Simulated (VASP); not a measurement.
# Ta (C222_1) in VASP: single point with PBEsol

Aim: the single point of Ta with PBEsol.

Everything below comes from runs of VASP 6.6.1. Logs are shortened: lines on timing, memory, paths and dates and some standing lists are left out, and cuts for length are marked.

**1. The cell of the first run**

It takes space group C222_1 (No. 20, orthorhombic). The conventional cell has a = 5.070 Å, b = 8.437 Å, c = 8.368 Å, α = 90.00°, β = 90.00°, γ = 90.00°. Within 3.5 Å of Ta (site symmetry 1) lie 8 Ta at 2.67 to 2.95 Å. Within 3.5 Å of Ta (site symmetry 2) lie 8 Ta at 2.68 to 2.95 Å. Within 3.5 Å of Ta (site symmetry 2) lie 6 Ta at 2.67 to 2.71 Å.

**2. Single point, PBEsol (strain +0.0200 x Voigt [1, -1, 0, 0, 0, 0])**

File INCAR:

```
SYSTEM = Ta
  PREC = Accurate
  ENCUT = 520
  EDIFF = 1E-6
  ISMEAR = 0
  SIGMA = 0.15
  LREAL = .False.
  LASPH = .True.
  NELM = 60
  ALGO = Fast
  ISIF = 2
  LWAVE = .False.
  LCHARG = .True.
  GGA = PS
  LELF = .True.
  LVHAR = .True.
  NBANDS = 54
```

File KPOINTS:

```
Automatic mesh
0
Gamma
  12 12 6
  0 0 0
```

File POSCAR:

```
Ta
1.0
    5.0698631427      0.0000000000      0.0000000000
   -2.5349315714      4.2184486959      0.0000000000
    0.0000000000      0.0000000000      8.3683696052
Ta
8
Direct
    0.0000000000      0.3231711699      0.0000000000
    0.3231711699      0.0000000000      0.0000000000
    0.6768288301      0.6768288301      0.0000000000
    0.0000000000      0.6768288301      0.5000000000
    0.6768288301      0.0000000000      0.5000000000
    0.3231711699      0.3231711699      0.5000000000
    0.6666666667      0.3333333333      0.7500000000
    0.3333333333      0.6666666667      0.2500000000
```

Potentials or basis: VASP PAW PBE potentials, release 64 (Ta_pv).

Run with:

```console
$ cat potpaw_PBE.64/Ta_pv/POTCAR > POTCAR
$ mpirun -np 1 vasp_std > vasp.out
```

OUTCAR:

```text
SYSTEM = Ta
   PREC = Accurate
   ENCUT = 520
   EDIFF = 1E-6
   ISMEAR = 0
   LREAL = .False.
   LASPH = .True.
   NELM = 60
   ISIF = 2
   GGA = PS

 ion  position               nearest neighbor table
   1  0.000  0.323  0.000-   8 2.67   7 2.71   3 2.73   2 2.81   2 2.86   3 2.94   3 2.94   2 2.95

   2  0.323  0.000  0.000-   8 2.68   7 2.68   3 2.81   1 2.81   3 2.86   1 2.86   1 2.95   3 2.95

   3  0.677  0.677  0.000-   7 2.67   8 2.71   1 2.73   2 2.81   2 2.86   1 2.94   1 2.94   2 2.95

   4  0.000  0.677  0.500-   7 2.67   8 2.71   6 2.73   5 2.81   5 2.86   6 2.94   6 2.94   5 2.95

   5  0.677  0.000  0.500-   7 2.68   8 2.68   6 2.81   4 2.81   6 2.86   4 2.86   4 2.95   6 2.95

   6  0.323  0.323  0.500-   8 2.67   7 2.71   4 2.73   5 2.81   5 2.86   4 2.94   4 2.94   5 2.95

   7  0.667  0.333  0.750-   4 2.67   3 2.67   5 2.68   2 2.68   1 2.71   6 2.71
   8  0.333  0.667  0.250-   1 2.67   6 2.67   2 2.68   5 2.68   4 2.71   3 2.71

  Warning from LATTYP: Monoclinic adjustment (A1->A3, A2->A1, A3->A2)!
  LATTYP: Found a base centered orthorhombic cell.
 ALAT       =     5.0698631427
 B/A-ratio  =     1.6641272465
 C/A-ratio  =     1.6506105529

  Lattice vectors:

 A1 = (   2.5349315714,  -4.2184486959,   0.0000000000)
 A2 = (   2.5349315713,   4.2184486959,   0.0000000000)
 A3 = (   0.0000000000,   0.0000000000,   8.3683696052)

Analysis of symmetry for initial positions (statically):
=====================================================================
 Subroutine PRICEL returns:
 Original cell was already a primitive cell.

 Routine SETGRP: Setting up the symmetry group for a
 base centered orthorhombic supercell.

 Subroutine GETGRP returns: Found  4 space group operations
 (whereof  2 operations were pure point group operations)
 out of a pool of  8 trial point group operations.

The static configuration has the point symmetry C_2 .
 The point group associated with its full space group is D_2 .

Analysis of symmetry for dynamics (positions and initial velocities):
=====================================================================
 Subroutine PRICEL returns:
 Original cell was already a primitive cell.

 Routine SETGRP: Setting up the symmetry group for a
 base centered orthorhombic supercell.

 Subroutine GETGRP returns: Found  4 space group operations
 (whereof  2 operations were pure point group operations)
 out of a pool of  8 trial point group operations.

The dynamic configuration has the point symmetry C_2 .
 The point group associated with its full space group is D_2 .

 Subroutine INISYM returns: Found  4 space group operations
 (whereof  2 operations are pure point group operations),
 and found     1 'primitive' translations

----------------------------------------------------------------------------------------

                                     Primitive cell

  volume of cell :     178.9740

  direct lattice vectors                    reciprocal lattice vectors
     5.069863143  0.000000000  0.000000000     0.197243983  0.118526984  0.000000000
    -2.534931571  4.218448696  0.000000000     0.000000000  0.237053967  0.000000000
     0.000000000  0.000000000  8.368369605     0.000000000  0.000000000  0.119497590

  length of vectors
     5.069863143  4.921502562  8.368369605     0.230117002  0.237053967  0.119497590

  position of ions in fractional coordinates (direct lattice)
     0.000000000  0.323171170  0.000000000
     0.323171170  0.000000000  0.000000000
     0.676828830  0.676828830  0.000000000
     0.000000000  0.676828830  0.500000000
     0.676828830  0.000000000  0.500000000
     0.323171170  0.323171170  0.500000000
     0.666666667  0.333333333  0.750000000
     0.333333333  0.666666667  0.250000000

  ion indices of the primitive-cell ions
   primitive index   ion index
                 1           1
                 2           2
                 3           3
                 4           4
                 5           5
                 6           6
                 7           7
                 8           8

----------------------------------------------------------------------------------------

 KPOINTS: Automatic mesh

Automatic generation of k-mesh.
 Grid dimensions read from file:
 generate k-points for:   12   12    6

 Generating k-lattice:

  Cartesian coordinates                     Fractional coordinates (reciprocal lattice)
     0.016436999  0.009877249  0.000000000     0.083333333  0.000000000  0.000000000
     0.000000000  0.019754497  0.000000000     0.000000000  0.083333333  0.000000000
     0.000000000  0.000000000  0.019916265     0.000000000  0.000000000  0.166666667

  Length of vectors
     0.019176417  0.019754497  0.019916265

  Shift w.r.t. Gamma in fractional coordinates (k-lattice)
     0.000000000  0.000000000  0.000000000

 Subroutine IBZKPT returns following result:
 ===========================================

 Found    172 irreducible k-points:

 Following reciprocal coordinates:
            Coordinates               Weight
  0.000000  0.000000  0.000000      1.000000
  0.083333  0.000000  0.000000      4.000000
  0.166667  0.000000  0.000000      4.000000
  0.250000 -0.000000  0.000000      4.000000
  0.333333  0.000000  0.000000      4.000000
  0.416667 -0.000000  0.000000      4.000000
[... 16 lines left out ...]
  0.333333  0.166667  0.000000      4.000000
  0.416667  0.166667  0.000000      4.000000
 [... further k-points ...]
   k-points           NKPTS =    172   k-points in BZ     NKDIM =    172   number of bands    NBANDS=     54
   number of dos      NEDOS =    301   number of ions     NIONS =      8
   total plane-waves  NPLWV = 102400
   dimension x,y,z NGX =    40 NGY =   40 NGZ =   64
   dimension x,y,z NGXF=    80 NGYF=   80 NGZF=  128
   ions per type =               8
   NGX,Y,Z   is equivalent  to a cutoff of  13.12, 13.51, 12.71 a.u.
   NGXF,Y,Z  is equivalent  to a cutoff of  26.23, 27.02, 25.43 a.u.
 SYSTEM =  Ta
   PREC   = accura    normal or accurate (medium, high low for compatibility)
   ISTART =      0    job   : 0-new  1-cont  2-samecut
   ICHARG =      2    charge: 1-file 2-atom 10-const
   ISPIN  =      1    spin polarized calculation?
   LNONCOLLINEAR =      F non collinear calculations
   LSORBIT =      F    spin-orbit coupling
   LASPH  =      T    aspherical Exc in radial PAW
   ENCUT  =  520.0 eV  38.22 Ry    6.18 a.u.   9.43  9.15 15.56*2*pi/ulx,y,z
   NELM   =     60;   NELMIN=  2; NELMDL= -5     # of ELM steps
   EDIFF  = 0.1E-05   stopping-criterion for ELM
   LREAL  =      F    real-space projection
   EDIFFG = 0.1E-04   stopping-criterion for IOM
   NSW    =      0    number of steps for IOM
   IBRION =     -1    ionic relax: 0-MD 1-quasi-New 2-CG
   NFREE  =      0    steps in history (QN), initial steepest desc. (CG)
   ISIF   =      2    stress and relaxation
   ISYM   =      2    0-nonsym 1-usesym 2-fastsym
   POTIM  = 0.5000    time-step for ionic-motion
   TEBEG  =    0.0;   TEEND  =   0.0 temperature during run
   PSTRESS=    0.0 pullay stress
   NELECT =      88.0000    total number of electrons
   NUPDOWN=      -1.0000    fix difference up-down
   EMIN   =  10.00;   EMAX   =-10.00  energy-range for DOS
   EFERMI =   0.00;   METHOD = LEGACY
   ISMEAR =     0;   SIGMA  =   0.15  broadening in eV -4-tet -1-fermi 0-gaus
   EFERMI_NEDOS =   21; number of points for ismear=-14 and -15
   IALGO  =     68    algorithm
   IMIX   =      4    mixing-type and parameters
     AMIX     =   0.40;   BMIX     =  1.00
     AMIX_MAG =   1.60;   BMIX_MAG =  1.00
  volume/ion in A,a.u.               =      22.37       150.97
  Fermi-wavevector in a.u.,A,eV,Ry     =   1.292129  2.441769 22.716240  1.669597
  Thomas-Fermi vector in A             =   2.423856
   LORBIT       =      0    0 simple, 1 ext, 2 COOP (PROOUT), +10 PAW based schemes
   GGA     = PS    functional components
   LHFCALC =     F    Hartree Fock is set to
   AEXX    =    0.0000 exact exchange contribution
   IVDW    =     0    specifies the selected vdW correction
   LEPSILON=     F    determine dielectric tensor
   LRPA    =     F    only Hartree local field effects (RPA)
 non-spin polarized calculation
 RMM-DIIS sequential band-by-band and
 Gauss-broadening in eV      SIGMA  =   0.15
  energy-cutoff  :      520.00
  volume of cell :      178.97
 maximum number of plane-waves:      4864
 NGX is ok and might be reduce to    40
   NGX = 19   NGY = 19   NGZ = 31

 number of electron      88.0000001 magnetization

 Free energy of the ion-electron system (eV)
  ---------------------------------------------------
  ext. energy  EPLUGINS =         0.00000000
  ---------------------------------------------------
  free energy    TOTEN  =       -89.23706286 eV

  energy without entropy =      -89.12688871  energy(sigma->0) =      -89.18197579

 E-fermi :   3.7931     XC(G=0): -11.3537

 val. band max:        3.7929049621   @ k =  -0.4167   0.1667   0.3333
 cond. band min:       3.7950436912   @ k =   0.0833   0.2500   0.1667
 fundamental gap:      0.0021387292
 Fermi energy:         3.7931042665

 k-point     1 :       0.0000    0.0000    0.0000
  band No.  band energies     occupation
      1     -31.0673      2.00000
      2     -30.7390      2.00000
      3     -30.6212      2.00000
      4     -30.5866      2.00000
      5     -30.5844      2.00000
      6     -30.5701      2.00000
[... 46 lines left out ...]
     53       5.0936      0.00000
     54       6.4732      0.00000

 k-point     2 :       0.0833    0.0000    0.0000
  band No.  band energies     occupation
      1     -31.0683      2.00000
      2     -30.7742      2.00000
      3     -30.6536      2.00000
      4     -30.6004      2.00000
      5     -30.5925      2.00000
      6     -30.5612      2.00000
[... 46 lines left out ...]
     53       5.1381      0.00000
     54       6.3351      0.00000

 k-point     3 :       0.1667    0.0000    0.0000
  band No.  band energies     occupation
      1     -31.0710      2.00000
      2     -30.8230      2.00000
      3     -30.7126      2.00000
      4     -30.6192      2.00000
      5     -30.6114      2.00000
      6     -30.5615      2.00000
[... 46 lines left out ...]
     53       5.3468      0.00000
     54       5.8059      0.00000
[... 1084 lines left out ...]
 k-point    23 :       0.3333    0.1667    0.0000
  band No.  band energies     occupation
      1     -31.0519      2.00000
      2     -30.8232      2.00000
      3     -30.7724      2.00000
      4     -30.6750      2.00000
      5     -30.6169      2.00000
      6     -30.5452      2.00000
[... 46 lines left out ...]
     53       5.9895      0.00000
     54       6.2027      0.00000

 k-point    24 :       0.4167    0.1667    0.0000
  band No.  band energies     occupation
      1     -31.0447      2.00000
      2     -30.8025      2.00000
      3     -30.7681      2.00000
      4     -30.6798      2.00000
      5     -30.6243      2.00000
      6     -30.5508      2.00000
[... 46 lines left out ...]
     53       6.2064      0.00000
     54       6.3680      0.00000

 [... further k-points ...]
[... 5 lines left out ...]
  --------------------------------------------------------------------------------------
  -------------------------------------------------------------------------------------
  Total       -0.6621683      1.1277851      0.2557266     -0.0000000      0.0000000      0.0000000
  in kB       -5.9277394     10.0959474      2.2892682     -0.0000000      0.0000000      0.0000000
  external PRESSURE =       2.1524921 kB  Pullay stress =       0.0000000 kB

 VOLUME and BASIS-vectors are now :
 -----------------------------------------------------------------------------
  energy-cutoff  :      520.00
  volume of cell :      178.97
      direct lattice vectors                 reciprocal lattice vectors
     5.069863143  0.000000000  0.000000000     0.197243983  0.118526984  0.000000000
    -2.534931571  4.218448696  0.000000000     0.000000000  0.237053967  0.000000000
     0.000000000  0.000000000  8.368369605     0.000000000  0.000000000  0.119497590

 POSITION                                       TOTAL-FORCE (eV/Angst)
 -----------------------------------------------------------------------------------
     -0.81922      1.36328      0.00000        -0.086493     -0.001923     -0.079301
      1.63843      0.00000      0.00000        -0.077984      0.000000     -0.000000
      1.71571      2.85517      0.00000        -0.086493      0.001923      0.079301
     -1.71571      2.85517      4.18418         0.086493      0.001923     -0.079301
      3.43143      0.00000      4.18418         0.077984      0.000000     -0.000000
      0.81922      1.36328      4.18418         0.086493     -0.001923      0.079301
      2.53493      1.40615      6.27628         0.000000     -0.065678     -0.000000
     -0.00000      2.81230      2.09209        -0.000000      0.065678      0.000000
 -----------------------------------------------------------------------------------
    total drift:                               -0.000000      0.000000     -0.000000

  FREE ENERGIE OF THE ION-ELECTRON SYSTEM (eV)
  ---------------------------------------------------
  free  energy   TOTEN  =       -89.2370628585 eV

  energy  without entropy=      -89.1268887123  energy(sigma->0) =      -89.18197579
```

Run time: 47 min. Hardware: 1 thread of AMD EPYC 9755, shared host; peak memory 1.1 GiB.

Results:

```yaml
Free_energy: -89.2371 eV
Pressure: 0.2 GPa
Largest_force: 0.117 eV/Å
Band_gap_on_the_k_mesh: zero (bands 44 and 45 overlap by 0.51 eV)
```

Forces on the atoms (eV/Å):
```
Ta  -0.086 -0.002 -0.079
Ta  -0.078  0.000  0.000
Ta  -0.086  0.002  0.079
Ta   0.086  0.002 -0.079
Ta   0.078  0.000  0.000
Ta   0.086 -0.002  0.079
Ta   0.000 -0.066  0.000
Ta   0.000  0.066  0.000
```

Levels at points of the mesh, in eV from the Fermi level:
| k point | band 41 | band 42 | band 43 | band 44 | band 45 | band 46 | band 47 | band 48 |
| --- | --- | --- | --- | --- | --- | --- | --- | --- |
| (0.00, 0.00, 0.00) | -0.36 | -0.35 | -0.31 | -0.11 | -0.05 | 0.08 | 0.11 | 0.42 |
| (0.50, 0.00, 0.00) | -0.82 | -0.77 | -0.76 | -0.28 | -0.16 | -0.16 | 0.30 | 0.39 |
| (0.00, 0.50, 0.00) | -0.86 | -0.74 | -0.68 | -0.34 | -0.25 | -0.18 | 0.10 | 0.22 |
| (0.00, 0.00, 0.50) | -0.46 | -0.46 | -0.21 | -0.21 | -0.05 | -0.05 | 0.12 | 0.12 |
| (0.50, 0.00, 0.50) | -0.99 | -0.99 | -0.29 | -0.29 | 0.26 | 0.26 | 0.66 | 0.66 |
| (0.00, 0.50, 0.50) | -0.99 | -0.99 | -0.28 | -0.28 | 0.27 | 0.27 | 0.63 | 0.63 |

Caveat: the cell differs from its parent crystal (strain +0.0200 x Voigt [1, -1, 0, 0, 0, 0]); the PAW data sets were made with another functional, which shifts forces and pressure a little; spin-orbit coupling is left out, which moves the levels of the heavy elements.
